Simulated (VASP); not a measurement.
# NaCl (Fm-3m) in VASP: a series of runs

The runs below take NaCl through single point, with r2SCAN.

Program: VASP 6.6.1. These are calculated values, not measurements. Logs are shortened: lines on timing, memory, paths and dates and some standing lists are left out, and cuts for length are marked.

## (1) The cell of the first run

Symmetry: Fm-3m, No. 225, cubic system. The conventional cell has a = 5.373 Å, b = 5.373 Å, c = 5.373 Å, α = 90.00°, β = 90.00°, γ = 90.00°. Within 3.5 Å of Na (site symmetry m-3m) lie 6 Cl at 2.69 Å. Within 3.5 Å of Cl (site symmetry m-3m) lie 6 Na at 2.69 Å.

## (2) Single point, r2SCAN (volume scaled by 0.880)

POSCAR

```
NaCl
1.0
    0.0000000000      2.6867187728      2.6867187728
    2.6867187728      0.0000000000      2.6867187728
    2.6867187728      2.6867187728      0.0000000000
Na Cl
1 1
Direct
    0.0000000000      0.0000000000      0.0000000000
    0.5000000000      0.5000000000      0.5000000000
```

INCAR.step1

```
PREC     = Accurate       # precision mode
ENCUT    = 520            # plane-wave cutoff, eV
ISMEAR   = 0              # smearing method
SIGMA    = 0.05           # smearing width, eV
LREAL    = False          # projectors in reciprocal space
LASPH    = True           # aspherical terms in the spheres
NELM     = 100            # most SCF steps
NBANDS   = 14             # bands
GGA      = PE             # functional
ALGO     = Normal         # electronic algorithm
EDIFF    = 1E-4           # SCF threshold, eV
LWAVE    = True           # write WAVECAR
LCHARG   = False          # write CHGCAR
```

INCAR.step2

```
PREC     = Accurate       # precision mode
ENCUT    = 520            # plane-wave cutoff, eV
EDIFF    = 1E-6           # SCF threshold, eV
ISMEAR   = 0              # smearing method
SIGMA    = 0.05           # smearing width, eV
LREAL    = False          # projectors in reciprocal space
LASPH    = True           # aspherical terms in the spheres
NELM     = 100            # most SCF steps
ALGO     = Normal         # electronic algorithm
ISIF     = 2              # what is computed and relaxed
LWAVE    = False          # write WAVECAR
LCHARG   = False          # write CHGCAR
METAGGA  = R2SCAN         # meta-GGA
LMIXTAU  = True         
NBANDS   = 14             # bands
ISTART   = 1
```

KPOINTS

```
Automatic mesh
0
Gamma
  6 6 6
```

Potentials or basis: VASP PAW PBE potentials, release 64 (Na_pv, Cl).

Started as:

```
cat potpaw_PBE.64/Na_pv/POTCAR potpaw_PBE.64/Cl/POTCAR > POTCAR
cp INCAR.step1 INCAR
mpirun -np 1 vasp_std > vasp.out
cp INCAR.step2 INCAR
mpirun -np 1 vasp_std > vasp.out
```

OUTCAR:

```text
PREC = Accurate
   ENCUT = 520
   EDIFF = 1E-6
   ISMEAR = 0
   LREAL = False
   LASPH = True
   NELM = 100
   ISIF = 2
   METAGGA = R2SCAN
   ISTART = 1

 ion  position               nearest neighbor table
   1  0.000  0.000  0.000-   2 2.69   2 2.69   2 2.69   2 2.69   2 2.69   2 2.69
   2  0.500  0.500  0.500-   1 2.69   1 2.69   1 2.69   1 2.69   1 2.69   1 2.69

  LATTYP: Found a face centered cubic cell.
 ALAT       =     5.3734375456

  Lattice vectors:

 A1 = (   0.0000000000,   2.6867187728,   2.6867187728)
 A2 = (   2.6867187728,   0.0000000000,   2.6867187728)
 A3 = (   2.6867187728,   2.6867187728,   0.0000000000)

Analysis of symmetry for initial positions (statically):
=====================================================================
 Subroutine PRICEL returns:
 Original cell was already a primitive cell.

 Routine SETGRP: Setting up the symmetry group for a
 face centered cubic supercell.

 Subroutine GETGRP returns: Found 48 space group operations
 (whereof 48 operations were pure point group operations)
 out of a pool of 48 trial point group operations.

The static configuration has the point symmetry O_h .

Analysis of symmetry for dynamics (positions and initial velocities):
=====================================================================
 Subroutine PRICEL returns:
 Original cell was already a primitive cell.

 Routine SETGRP: Setting up the symmetry group for a
 face centered cubic supercell.

 Subroutine GETGRP returns: Found 48 space group operations
 (whereof 48 operations were pure point group operations)
 out of a pool of 48 trial point group operations.

The dynamic configuration has the point symmetry O_h .

 Subroutine INISYM returns: Found 48 space group operations
 (whereof 48 operations are pure point group operations),
 and found     1 'primitive' translations

----------------------------------------------------------------------------------------

                                     Primitive cell

  volume of cell :      38.7879

  direct lattice vectors                    reciprocal lattice vectors
     0.000000000  2.686718773  2.686718773    -0.186100609  0.186100609  0.186100609
     2.686718773  0.000000000  2.686718773     0.186100609 -0.186100609  0.186100609
     2.686718773  2.686718773  0.000000000     0.186100609  0.186100609 -0.186100609

  length of vectors
     3.799594127  3.799594127  3.799594127     0.322335710  0.322335710  0.322335710

  position of ions in fractional coordinates (direct lattice)
     0.000000000  0.000000000  0.000000000
     0.500000000  0.500000000  0.500000000

  ion indices of the primitive-cell ions
   primitive index   ion index
                 1           1
                 2           2

----------------------------------------------------------------------------------------

 KPOINTS: Automatic mesh

Automatic generation of k-mesh.
 Grid dimensions read from file:
 generate k-points for:    6    6    6

 Generating k-lattice:

  Cartesian coordinates                     Fractional coordinates (reciprocal lattice)
    -0.031016768  0.031016768  0.031016768     0.166666667  0.000000000  0.000000000
     0.031016768 -0.031016768  0.031016768     0.000000000  0.166666667  0.000000000
     0.031016768  0.031016768 -0.031016768     0.000000000  0.000000000  0.166666667

  Length of vectors
     0.053722618  0.053722618  0.053722618

  Shift w.r.t. Gamma in fractional coordinates (k-lattice)
     0.000000000  0.000000000  0.000000000

 Subroutine IBZKPT returns following result:
 ===========================================

 Found     16 irreducible k-points:

 Following reciprocal coordinates:
            Coordinates               Weight
  0.000000  0.000000  0.000000      1.000000
  0.166667  0.000000  0.000000      8.000000
  0.333333  0.000000  0.000000      8.000000
  0.500000  0.000000  0.000000      4.000000
  0.166667  0.166667  0.000000      6.000000
  0.333333  0.166667  0.000000     24.000000
[... 8 lines left out ...]
 -0.333333  0.333333  0.166667     24.000000
 -0.333333  0.500000  0.166667     12.000000
   k-points           NKPTS =     16   k-points in BZ     NKDIM =     16   number of bands    NBANDS=     14
   number of dos      NEDOS =    301   number of ions     NIONS =      2
   total plane-waves  NPLWV =  21952
   dimension x,y,z NGX =    28 NGY =   28 NGZ =   28
   dimension x,y,z NGXF=    56 NGYF=   56 NGZF=   56
   ions per type =               1   1
   NGX,Y,Z   is equivalent  to a cutoff of  12.25, 12.25, 12.25 a.u.
   NGXF,Y,Z  is equivalent  to a cutoff of  24.50, 24.50, 24.50 a.u.
 SYSTEM =  unknown system
   PREC   = accura    normal or accurate (medium, high low for compatibility)
   ISTART =      1    job   : 0-new  1-cont  2-samecut
   ICHARG =      0    charge: 1-file 2-atom 10-const
   ISPIN  =      1    spin polarized calculation?
   LNONCOLLINEAR =      F non collinear calculations
   LSORBIT =      F    spin-orbit coupling
   LASPH  =      T    aspherical Exc in radial PAW
   ENCUT  =  520.0 eV  38.22 Ry    6.18 a.u.   7.06  7.06  7.06*2*pi/ulx,y,z
   NELM   =    100;   NELMIN=  2; NELMDL=  0     # of ELM steps
   EDIFF  = 0.1E-05   stopping-criterion for ELM
   LREAL  =      F    real-space projection
   EDIFFG = 0.1E-04   stopping-criterion for IOM
   NSW    =      0    number of steps for IOM
   IBRION =     -1    ionic relax: 0-MD 1-quasi-New 2-CG
   NFREE  =      0    steps in history (QN), initial steepest desc. (CG)
   ISIF   =      2    stress and relaxation
   ISYM   =      2    0-nonsym 1-usesym 2-fastsym
   POTIM  = 0.5000    time-step for ionic-motion
   TEBEG  =    0.0;   TEEND  =   0.0 temperature during run
   PSTRESS=    0.0 pullay stress
   NELECT =      14.0000    total number of electrons
   NUPDOWN=      -1.0000    fix difference up-down
   EMIN   =  10.00;   EMAX   =-10.00  energy-range for DOS
   EFERMI =   0.00;   METHOD = LEGACY
   ISMEAR =     0;   SIGMA  =   0.05  broadening in eV -4-tet -1-fermi 0-gaus
   EFERMI_NEDOS =   21; number of points for ismear=-14 and -15
   IALGO  =     38    algorithm
   IMIX   =      4    mixing-type and parameters
     AMIX     =   0.40;   BMIX     =  1.00
     AMIX_MAG =   1.60;   BMIX_MAG =  1.00
  volume/ion in A,a.u.               =      19.39       130.88
  Fermi-wavevector in a.u.,A,eV,Ry     =   1.165607  2.202677 18.485400  1.358639
  Thomas-Fermi vector in A             =   2.302130
   LORBIT       =      0    0 simple, 1 ext, 2 COOP (PROOUT), +10 PAW based schemes
   METAGGA = R2SCAN    functional components
   LHFCALC =     F    Hartree Fock is set to
   AEXX    =    0.0000 exact exchange contribution
   IVDW    =     0    specifies the selected vdW correction
   LEPSILON=     F    determine dielectric tensor
   LRPA    =     F    only Hartree local field effects (RPA)
 non-spin polarized calculation
 Gauss-broadening in eV      SIGMA  =   0.05
  energy-cutoff  :      520.00
  volume of cell :       38.79
 maximum number of plane-waves:      1056
   NGX = 15   NGY = 15   NGZ = 15

 number of electron      13.9999997 magnetization

 Free energy of the ion-electron system (eV)
  ---------------------------------------------------
  ext. energy  EPLUGINS =         0.00000000
  ---------------------------------------------------
  free energy    TOTEN  =       -13.72868456 eV

  energy without entropy =      -13.72868456  energy(sigma->0) =      -13.72868456

 E-fermi :   0.0993     XC(G=0):  -9.3374

 val. band max:       -0.2345247424   @ k =   0.0000   0.0000   0.0000
 cond. band min:       6.3601983400   @ k =   0.0000   0.0000   0.0000
 fundamental gap:      6.5947230824
 Fermi energy:         0.0993467080

 k-point     1 :       0.0000    0.0000    0.0000
  band No.  band energies     occupation
      1     -21.5317      2.00000
      2     -21.5313      2.00000
      3     -21.5313      2.00000
      4     -13.8399      2.00000
      5      -0.2345      2.00000
      6      -0.2345      2.00000
      7      -0.2345      2.00000
      8       6.3602      0.00000
      9      11.6298      0.00000
     10      11.6298      0.00000
     11      11.6298      0.00000
     12      14.0792      0.00000
     13      14.0792      0.00000
     14      15.9979      0.00000

 k-point     2 :       0.1667    0.0000    0.0000
  band No.  band energies     occupation
      1     -21.5458      2.00000
      2     -21.5325      2.00000
      3     -21.5321      2.00000
      4     -13.7166      2.00000
      5      -0.9677      2.00000
      6      -0.3340      2.00000
      7      -0.3340      2.00000
      8       7.2368      0.00000
      9      10.9204      0.00000
     10      12.0169      0.00000
     11      12.0171      0.00000
     12      13.8880      0.00000
     13      13.8880      0.00000
     14      17.6555      0.00000

 k-point     3 :       0.3333    0.0000    0.0000
  band No.  band energies     occupation
      1     -21.5742      2.00000
      2     -21.5340      2.00000
      3     -21.5336      2.00000
      4     -13.4559      2.00000
      5      -2.1381      2.00000
      6      -0.5220      2.00000
      7      -0.5220      2.00000
      8       8.0175      0.00000
      9      11.4430      0.00000
     10      12.0511      0.00000
     11      12.0515      0.00000
     12      15.1197      0.00000
     13      15.1198      0.00000
     14      17.2491      0.00000
[... 188 lines left out ...]
 k-point    15 :      -0.3333    0.3333    0.1667
  band No.  band energies     occupation
      1     -21.5686      2.00000
      2     -21.5509      2.00000
      3     -21.5420      2.00000
      4     -13.2544      2.00000
      5      -2.0947      2.00000
      6      -1.5046      2.00000
      7      -0.9372      2.00000
      8       9.7675      0.00000
      9      10.3234      0.00000
     10      11.0632      0.00000
     11      13.1936      0.00000
     12      15.6307      0.00000
     13      17.5521      0.00000
     14      18.1845      0.00000

 k-point    16 :      -0.3333    0.5000    0.1667
  band No.  band energies     occupation
      1     -21.5614      2.00000
      2     -21.5508      2.00000
      3     -21.5494      2.00000
      4     -13.2408      2.00000
      5      -2.0655      2.00000
      6      -1.4072      2.00000
      7      -1.1534      2.00000
      8       9.3452      0.00000
      9       9.6098      0.00000
     10      11.7439      0.00000
     11      13.5900      0.00000
     12      17.4079      0.00000
     13      17.9531      0.00000
     14      18.0905      0.00000

------------------------ aborting loop because EDIFF is reached ----------------------------------------

  FORCE on cell =-STRESS in cart. coord.  units (eV):
  Direction    XX          YY          ZZ          XY          YZ          ZX
  --------------------------------------------------------------------------------------
  -------------------------------------------------------------------------------------
  Total        1.0382555      1.0382555      1.0382555      0.0000000      0.0000000     -0.0000000
  in kB       42.8862623     42.8862623     42.8862623      0.0000000      0.0000000     -0.0000000
  external PRESSURE =      42.8862623 kB  Pullay stress =       0.0000000 kB

 VOLUME and BASIS-vectors are now :
 -----------------------------------------------------------------------------
  energy-cutoff  :      520.00
  volume of cell :       38.79
      direct lattice vectors                 reciprocal lattice vectors
     0.000000000  2.686718773  2.686718773    -0.186100609  0.186100609  0.186100609
     2.686718773  0.000000000  2.686718773     0.186100609 -0.186100609  0.186100609
     2.686718773  2.686718773  0.000000000     0.186100609  0.186100609 -0.186100609

 POSITION                                       TOTAL-FORCE (eV/Angst)
 -----------------------------------------------------------------------------------
      0.00000      0.00000      0.00000        -0.000000     -0.000000     -0.000000
      2.68672      2.68672      2.68672         0.000000      0.000000      0.000000
 -----------------------------------------------------------------------------------
    total drift:                                0.000000      0.000000      0.000000

  FREE ENERGIE OF THE ION-ELECTRON SYSTEM (eV)
  ---------------------------------------------------
  free  energy   TOTEN  =       -13.7286845599 eV

  energy  without entropy=      -13.7286845599  energy(sigma->0) =      -13.72868456
```

It took 16 s on 1 thread of Intel Xeon 6975P-C (Granite Rapids), shared host; peak memory 0.15 GiB.

What came out:

| Item | Value |
| --- | --- |
| Free energy | -13.7287 eV |
| Pressure | 4.3 GPa |
| Band gap on the k mesh | 6.59 eV, direct |

Caveat: the PAW data sets were made with another functional, which shifts forces and pressure a little.

(Part 1 of 2 ends here.)
